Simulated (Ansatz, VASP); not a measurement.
# AlB2Sb3 in VASP and in Ansatz

File INCAR:

```
SYSTEM = AlB2Sb3
  PREC = Accurate
  ENCUT = 600
  EDIFF = 1E-6
  ISMEAR = 0
  SIGMA = 0.01
  LREAL = .FALSE.
  LASPH = .TRUE.
  NELM = 80
  ALGO = Normal
  ISIF = 3
  LWAVE = .FALSE.
  LCHARG = .FALSE.
  GGA = PE
  IBRION = 2
  NSW = 80
  EDIFFG = -0.001
  KPAR = 4
```

File KPOINTS:

```
regular mesh
0
G
  6 6 6
  0 0 0
```

Contents of POSCAR:

```
AlB2Sb3
1.0
    5.9194994376     -3.4139592986      0.0000000000
    5.9194994376      3.4139592986      0.0000000000
    0.0000000000      0.0000000000      6.4537428017
Al B Sb
2 4 6
Direct
    0.1659947488      0.8340052512      0.5004583267
    0.8340052512      0.1659947488      0.0004583267
    0.8269117141      0.5186821765      0.5008303350
    0.4813178235      0.1730882859      0.5008303350
    0.1730882859      0.4813178235      0.0008303350
    0.5186821765      0.8269117141      0.0008303350
    0.1589858258      0.4696917563      0.6403031796
    0.5303082437      0.8410141742      0.6403031796
    0.7848312616      0.2151687384      0.5922746441
    0.8410141742      0.5303082437      0.1403031796
    0.4696917563      0.1589858258      0.1403031796
    0.2151687384      0.7848312616      0.0922746441
```

Input for Ansatz:

```yaml
crystal:
  lattice:
    - [5.9194994376, -3.4139592986, 0.0]
    - [5.9194994376, 3.4139592986, 0.0]
    - [0.0, 0.0, 6.4537428017]
  atoms:
    - { symbol: Al, position: [0.1659947488, 0.8340052512, 0.5004583267] }
    - { symbol: Al, position: [0.8340052512, 0.1659947488, 0.0004583267] }
    - { symbol: B, position: [0.8269117141, 0.5186821765, 0.500830335] }
    - { symbol: B, position: [0.4813178235, 0.1730882859, 0.500830335] }
    - { symbol: B, position: [0.1730882859, 0.4813178235, 0.000830335] }
    - { symbol: B, position: [0.5186821765, 0.8269117141, 0.000830335] }
    - { symbol: Sb, position: [0.1589858258, 0.4696917563, 0.6403031796] }
    - { symbol: Sb, position: [0.5303082437, 0.8410141742, 0.6403031796] }
    - { symbol: Sb, position: [0.7848312616, 0.2151687384, 0.5922746441] }
    - { symbol: Sb, position: [0.8410141742, 0.5303082437, 0.1403031796] }
    - { symbol: Sb, position: [0.4696917563, 0.1589858258, 0.1403031796] }
    - { symbol: Sb, position: [0.2151687384, 0.7848312616, 0.0922746441] }
basis:
  ecutwfc: 420
kpoints:
  mp_grid: { grid: [6, 6, 6] }
hamiltonian:
  xc: pbe
scf:
  occupations: { method: fixed }
output:
  forces: true
  stress: true
  eigenvalues: true
relax:
  adjacent_minimum: "off"
  f_tol: 0.001
  max_steps: 60
  cell: { stress_tol: 0.01 }
```

Alike in both runs: task relaxation of cell and atoms; functional PBE; k mesh 6 × 6 × 6; no spin polarisation.

|  | VASP | Ansatz |
| --- | --- | --- |
| version | VASP 6.6.1 | Ansatz 0.2.0 |
| potentials or method | VASP PAW PBE potentials, release 64 (Al, B, Sb), cutoff 600 eV | scalar-relativistic, plane waves, PAW |
| occupations | gaussian, width 0.01 eV | fixed |
| valence electrons in the cell | 48 | 108 |

Ansatz gave:

| Property | Result |
| --- | --- |
| gap on the k mesh at the Fermi level, each at its own relaxed structure (eV) | 0.60 |
| relaxed volume (Å³/atom) | 21.74 |
| relaxed length of the cell vector where the two differ most in proportion (Å) | 6.833 |

Task: Estimate VASP's values.

Result: gap on the k mesh at the Fermi level, each at its own relaxed structure (eV): 0.59; relaxed volume (Å³/atom): 21.82; relaxed length of the cell vector where the two differ most in proportion (Å): 6.842.

VASP's potentials hold 48 valence electrons a cell and Ansatz's 108, so a difference there can come from the potentials and not from the codes.

Spin-orbit coupling is off throughout.
